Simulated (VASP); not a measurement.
# Mo6H (P1) in VASP: relaxation of cell and atoms with PBE

Aim: the relaxation of cell and atoms of Mo6H with PBE.

Everything below comes from runs of VASP 6.6.1. Logs are shortened: lines on timing, memory, paths and dates and some standing lists are left out, and cuts for length are marked.

**1. The cell of the first run**

The typed cell holds 7 atoms: a = 3.179 Å, b = 3.177 Å, c = 9.615 Å, α = 89.58°, β = 90.95°, γ = 89.32°.

**2. Relaxation of cell and atoms, PBE**

File INCAR:

```
  PREC = Accurate
  ENCUT = 600
  EDIFF = 1E-7
  ISMEAR = 0
  SIGMA = 0.2
  LREAL = F
  LASPH = T
  NELM = 100
  ALGO = Normal
  ISIF = 3
  LWAVE = F
  LCHARG = F
  GGA = PE
  IBRION = 2
  NSW = 80
  EDIFFG = -0.025
```

File KPOINTS:

```
regular mesh
0
Gamma
  6 6 2
```

File POSCAR:

```
Mo6H
1.0
    3.1789369183      0.0188655563     -0.0262086985
    0.0188655563      3.1765184075      0.0116342744
   -0.0797682139      0.0354098196      9.6141654222
H Mo
1 6
Direct
   -0.0123538419      0.0103647730      0.9891881853
    0.4682370106     -0.0104158837      0.5875033263
   -0.0046285870      0.4932915661      0.4220840805
    0.0098502450      0.4967073645      0.0962847654
    0.5103464044      0.0069512371      0.9027963899
    0.0042838449      0.4861714009      0.7513350961
    0.5242649240      0.0169295420      0.2508081565
```

Potentials or basis: VASP PAW PBE potentials, release 64 (H, Mo_sv).

On the command line:

```sh
cat potpaw_PBE.64/H/POTCAR potpaw_PBE.64/Mo_sv/POTCAR > POTCAR
mpirun -np 1 vasp_std > vasp.out
```

OUTCAR:

```text
PREC = Accurate
   ENCUT = 600
   EDIFF = 1E-7
   ISMEAR = 0
   LREAL = F
   LASPH = T
   NELM = 100
   ISIF = 3
   GGA = PE
   IBRION = 2
   NSW = 80
   EDIFFG = -0.025

 ion  position               nearest neighbor table
   1  0.988  0.010  0.989-   5 1.72   4 1.86   5 1.87   4 1.92
   2  0.468  0.990  0.588-   3 2.68   6 2.68   3 2.70   6 2.70   6 2.78   6 2.81   3 2.81   3 2.83
                             5 3.03   7 3.25
   3  0.995  0.493  0.422-   2 2.68   7 2.69   2 2.70   7 2.75   2 2.81   7 2.81   2 2.83   7 2.90
                             4 3.13   6 3.17
   4  0.010  0.497  0.096-   1 1.86   1 1.92   7 2.65   7 2.65   7 2.72   7 2.76   5 2.90   5 2.90
                             5 2.91   5 2.96   3 3.13   6 3.32
   5  0.510  0.007  0.903-   1 1.72   1 1.87   6 2.62   6 2.65   6 2.72   6 2.73   4 2.90   4 2.90
                             4 2.91   4 2.96   2 3.03   7 3.35
   6  0.004  0.486  0.751-   5 2.62   5 2.65   2 2.68   2 2.70   5 2.72   5 2.73   2 2.78   2 2.81
                             3 3.17   4 3.32
   7  0.524  0.017  0.251-   4 2.65   4 2.65   3 2.69   4 2.72   3 2.75   4 2.76   3 2.81   3 2.90
                             2 3.25   5 3.35

  LATTYP: Found a triclinic cell.
 ALAT       =     3.1791009320
 B/A-ratio  =     3.6532485837
 C/A-ratio  =     0.9992119792
 COS(alpha) =     0.0004434336
 COS(beta)  =     0.0118425206
 COS(gamma) =     0.5611322360

  Lattice vectors:

 A1 = (   3.1789369183,   0.0188655563,  -0.0262086985)
 A2 = (   6.4376420505,   0.0023212930,  -9.6665828192)
 A3 = (   0.0188655563,   3.1765184075,   0.0116342744)

Analysis of symmetry for initial positions (statically):
=====================================================================
 Subroutine PRICEL returns:
 Original cell was already a primitive cell.

 Routine SETGRP: Setting up the symmetry group for a
 triclinic supercell.

 Subroutine GETGRP returns: Found  1 space group operations
 (whereof  1 operations were pure point group operations)
 out of a pool of  2 trial point group operations.

The static configuration has the point symmetry C_1 .

Analysis of symmetry for dynamics (positions and initial velocities):
=====================================================================
 Subroutine PRICEL returns:
 Original cell was already a primitive cell.

 Routine SETGRP: Setting up the symmetry group for a
 triclinic supercell.

 Subroutine GETGRP returns: Found  1 space group operations
 (whereof  1 operations were pure point group operations)
 out of a pool of  2 trial point group operations.

The dynamic configuration has the point symmetry C_1 .

 Subroutine INISYM returns: Found  1 space group operations
 (whereof  1 operations are pure point group operations),
 and found     1 'primitive' translations

----------------------------------------------------------------------------------------

                                     Primitive cell

  volume of cell :      97.0720

  direct lattice vectors                    reciprocal lattice vectors
     3.178936918  0.018865556 -0.026208698     0.314603293 -0.001878036  0.002617164
     0.018865556  3.176518408  0.011634274    -0.001878036  0.314825533 -0.001175112
    -0.079768214  0.035409820  9.614165422     0.000859897 -0.000386096  0.104021745

  length of vectors
     3.179100932  3.176595734  9.614561539     0.314619784  0.314833328  0.104026016

  position of ions in fractional coordinates (direct lattice)
     0.987646158  0.010364773  0.989188185
     0.468237011  0.989584116  0.587503326
     0.995371413  0.493291566  0.422084080
     0.009850245  0.496707364  0.096284765
     0.510346404  0.006951237  0.902796390
     0.004283845  0.486171401  0.751335096
     0.524264924  0.016929542  0.250808156

  ion indices of the primitive-cell ions
   primitive index   ion index
                 1           1
                 2           2
                 3           3
                 4           4
                 5           5
                 6           6
                 7           7

----------------------------------------------------------------------------------------

 KPOINTS: regular mesh

Automatic generation of k-mesh.
 Grid dimensions read from file:
 generate k-points for:    6    6    2

 Generating k-lattice:

  Cartesian coordinates                     Fractional coordinates (reciprocal lattice)
     0.052433882 -0.000313006  0.000436194     0.166666667 -0.000000000 -0.000000000
    -0.000313006  0.052470922 -0.000195852    -0.000000000  0.166666667 -0.000000000
     0.000429949 -0.000193048  0.052010873     0.000000000 -0.000000000  0.500000000

  Length of vectors
     0.052436631  0.052472221  0.052013008

  Shift w.r.t. Gamma in fractional coordinates (k-lattice)
     0.000000000  0.000000000  0.000000000

 Subroutine IBZKPT returns following result:
 ===========================================

 Found     40 irreducible k-points:

 Following reciprocal coordinates:
            Coordinates               Weight
  0.000000  0.000000  0.000000      1.000000
  0.166667 -0.000000  0.000000      2.000000
  0.333333  0.000000  0.000000      2.000000
  0.500000 -0.000000  0.000000      1.000000
 -0.000000  0.166667  0.000000      2.000000
  0.166667  0.166667  0.000000      2.000000
[... 16 lines left out ...]
  0.333333  0.000000  0.500000      2.000000
  0.500000 -0.000000  0.500000      1.000000
 [... further k-points ...]
   k-points           NKPTS =     40   k-points in BZ     NKDIM =     40   number of bands    NBANDS=     51
   number of dos      NEDOS =    301   number of ions     NIONS =      7
   total plane-waves  NPLWV =  62720
   dimension x,y,z NGX =    28 NGY =   28 NGZ =   80
   dimension x,y,z NGXF=    56 NGYF=   56 NGZF=  160
   ions per type =               1   6
   NGX,Y,Z   is equivalent  to a cutoff of  14.64, 14.65, 13.83 a.u.
   NGXF,Y,Z  is equivalent  to a cutoff of  29.28, 29.31, 27.67 a.u.
 SYSTEM =  unknown system
   PREC   = accura    normal or accurate (medium, high low for compatibility)
   ISTART =      0    job   : 0-new  1-cont  2-samecut
   ICHARG =      2    charge: 1-file 2-atom 10-const
   ISPIN  =      1    spin polarized calculation?
   LNONCOLLINEAR =      F non collinear calculations
   LSORBIT =      F    spin-orbit coupling
   LASPH  =      T    aspherical Exc in radial PAW
   ENCUT  =  600.0 eV  44.10 Ry    6.64 a.u.   6.35  6.34 19.20*2*pi/ulx,y,z
   NELM   =    100;   NELMIN=  2; NELMDL= -5     # of ELM steps
   EDIFF  = 0.1E-06   stopping-criterion for ELM
   LREAL  =      F    real-space projection
   EDIFFG = -.3E-01   stopping-criterion for IOM
   NSW    =     80    number of steps for IOM
   IBRION =      2    ionic relax: 0-MD 1-quasi-New 2-CG
   NFREE  =      1    steps in history (QN), initial steepest desc. (CG)
   ISIF   =      3    stress and relaxation
   ISYM   =      2    0-nonsym 1-usesym 2-fastsym
   POTIM  = 0.5000    time-step for ionic-motion
   TEBEG  =    0.0;   TEEND  =   0.0 temperature during run
   PSTRESS=    0.0 pullay stress
   NELECT =      85.0000    total number of electrons
   NUPDOWN=      -1.0000    fix difference up-down
   EMIN   =  10.00;   EMAX   =-10.00  energy-range for DOS
   EFERMI =   0.00;   METHOD = LEGACY
   ISMEAR =     0;   SIGMA  =   0.20  broadening in eV -4-tet -1-fermi 0-gaus
   EFERMI_NEDOS =   21; number of points for ismear=-14 and -15
   IALGO  =     38    algorithm
   IMIX   =      4    mixing-type and parameters
     AMIX     =   0.40;   BMIX     =  1.00
     AMIX_MAG =   1.60;   BMIX_MAG =  1.00
  volume/ion in A,a.u.               =      13.87        93.58
  Fermi-wavevector in a.u.,A,eV,Ry     =   1.566210  2.959707 33.375258  2.453012
  Thomas-Fermi vector in A             =   2.668571
   LORBIT       =      0    0 simple, 1 ext, 2 COOP (PROOUT), +10 PAW based schemes
   GGA     = PE    functional components
   LHFCALC =     F    Hartree Fock is set to
   AEXX    =    0.0000 exact exchange contribution
   IVDW    =     0    specifies the selected vdW correction
   LEPSILON=     F    determine dielectric tensor
   LRPA    =     F    only Hartree local field effects (RPA)
 conjugate gradient relaxation of ions
 non-spin polarized calculation
 Gauss-broadening in eV      SIGMA  =   0.20
  energy-cutoff  :      600.00
  volume of cell :       97.07
 maximum number of plane-waves:      3266
 NGX is ok and might be reduce to    28
   NGX = 13   NGY = 13   NGZ = 39

--------------------------------------- Ionic step        1  -------------------------------------------

 number of electron      85.0000001 magnetization

 Free energy of the ion-electron system (eV)
  ---------------------------------------------------
  ext. energy  EPLUGINS =         0.00000000
  ---------------------------------------------------
  free energy    TOTEN  =       -68.27718326 eV

  energy without entropy =      -68.17943478  energy(sigma->0) =      -68.22830902

------------------------ aborting loop because EDIFF is reached ----------------------------------------

  FORCE on cell =-STRESS in cart. coord.  units (eV):
  Direction    XX          YY          ZZ          XY          YZ          ZX
  --------------------------------------------------------------------------------------
  -------------------------------------------------------------------------------------
  Total        2.8407785      1.7224139      1.8163107     -0.6415015     -0.6243606      1.7312023
  in kB       46.8871792     28.4285205     29.9782914    -10.5880116    -10.3051007     28.5735730
  external PRESSURE =      35.0979970 kB  Pullay stress =       0.0000000 kB
[... 104 lines left out ...]
  FREE ENERGIE OF THE ION-ELECTRON SYSTEM (eV)
  ---------------------------------------------------
  free  energy   TOTEN  =       -68.4130169748 eV

  energy  without entropy=      -68.3141444188  energy(sigma->0) =      -68.36358070

[... ionic steps 4 to 13 ...]

--------------------------------------- Ionic step       14  -------------------------------------------

 number of electron      85.0000001 magnetization

------------------------ aborting loop because EDIFF is reached ----------------------------------------
[... 77 lines left out ...]
--------------------------------------- Ionic step       16  -------------------------------------------

 number of electron      85.0000001 magnetization

 Free energy of the ion-electron system (eV)
  ---------------------------------------------------
  ext. energy  EPLUGINS =         0.00000000
  ---------------------------------------------------
  free energy    TOTEN  =       -68.52453811 eV

  energy without entropy =      -68.42639405  energy(sigma->0) =      -68.47546608

 E-fermi :  12.1344     XC(G=0): -13.2242

 val. band max:       12.0838396489   @ k =  -0.1667   0.3333   0.0000
 cond. band min:      12.1349196022   @ k =   0.5000   0.1667   0.5000
 fundamental gap:      0.0510799533
 Fermi energy:        12.1344268188

 k-point     1 :       0.0000    0.0000    0.0000
  band No.  band energies     occupation
      1     -49.1949      2.00000
      2     -49.1140      2.00000
      3     -49.0714      2.00000
      4     -48.9064      2.00000
      5     -48.8662      2.00000
      6     -48.7818      2.00000
[... 1285 lines left out ...]
     50      14.0890      0.00000
     51      14.1822      0.00000

 [... further k-points ...]

------------------------ aborting loop because EDIFF is reached ----------------------------------------

  FORCE on cell =-STRESS in cart. coord.  units (eV):
  Direction    XX          YY          ZZ          XY          YZ          ZX
  --------------------------------------------------------------------------------------
  -------------------------------------------------------------------------------------
  Total        0.0138815      0.0164933      0.0078474      0.0193916     -0.0034330      0.0108350
  in kB        0.2267935      0.2694650      0.1282098      0.3168165     -0.0560874      0.1770199
  external PRESSURE =       0.2081561 kB  Pullay stress =       0.0000000 kB
[... 22 lines left out ...]
  FREE ENERGIE OF THE ION-ELECTRON SYSTEM (eV)
  ---------------------------------------------------
  free  energy   TOTEN  =       -68.5245381080 eV

  energy  without entropy=      -68.4263940460  energy(sigma->0) =      -68.47546608

 reached required accuracy - stopping structural energy minimisation
```

Run time: 79 min. Hardware: 1 thread of Intel Xeon 8259CL, shared host; peak memory 0.36 GiB.

Results:

```yaml
Free_energy: -68.5245 eV
Relaxed_volume: 14.01 Å³/atom
Relaxed_cell: a = 3.185 Å, b = 3.185 Å, c = 9.668 Å, α = 89.94°, β = 89.96°, γ = 90.02°
Space_group_after_relaxing_to_0.1_Å: P-4m2 (No. 115)
Energy_gained_by_relaxing: 35.3 meV/atom
Ionic_steps: 16
Pressure_after_relaxing: 0.0 GPa
Largest_force_after_relaxing: 0.018 eV/Å
Band_gap_on_the_k_mesh: zero (an odd number of electrons rules out a gap without spin polarisation)
```

Forces in eV/Å, atoms in the order of the input:
```
H    0.013 -0.010 -0.008
Mo   0.007  0.003  0.005
Mo  -0.003  0.002  0.008
Mo  -0.008 -0.014 -0.003
Mo   0.002  0.011 -0.002
Mo  -0.004  0.003 -0.006
Mo  -0.007  0.005  0.006
```

Step by step:
```tsv
step	energy change (eV)	largest force (eV/Å)	pressure (GPa)	volume (Å³)
1	0.0000	1.2416	3.51	97.07
2	-0.1039	0.4343	-7.69	101.38
3	-0.1358	0.6870	-4.31	99.92
4	-0.1871	0.5845	3.35	96.83
5	-0.2027	0.4257	0.70	97.82
6	-0.2294	0.2459	0.27	97.96
7	-0.2363	0.1849	-0.01	98.08
8	-0.2428	0.1450	-0.05	98.10
9	-0.2441	0.1314	-0.06	98.11
10	-0.2462	0.0642	0.13	98.03
11	-0.2466	0.0402	0.26	97.98
12	-0.2464	0.0325	-0.72	98.36
13	-0.2469	0.0337	-0.17	98.14
14	-0.2472	0.0273	0.00	98.08
15	-0.2472	0.0282	0.01	98.07
16	-0.2474	0.0183	0.02	98.07
```

Final structure:
```
H Mo
1.0
     3.18462   -0.00059    0.00115
    -0.00036    3.18493    0.00181
     0.00254    0.00536    9.66849
H Mo
1 6
Cartesian
  3.1780 0.0086 0.0029
  1.5924 3.1833 5.5995
  0.0038 1.5941 4.0707
  0.0057 1.5998 0.9477
  1.5901 3.1823 8.7244
  0.0018 1.5934 7.2014
  1.5958 3.1853 2.4700
```

The gap in the log of VASP goes by the Fermi energy; the results here count the filled bands.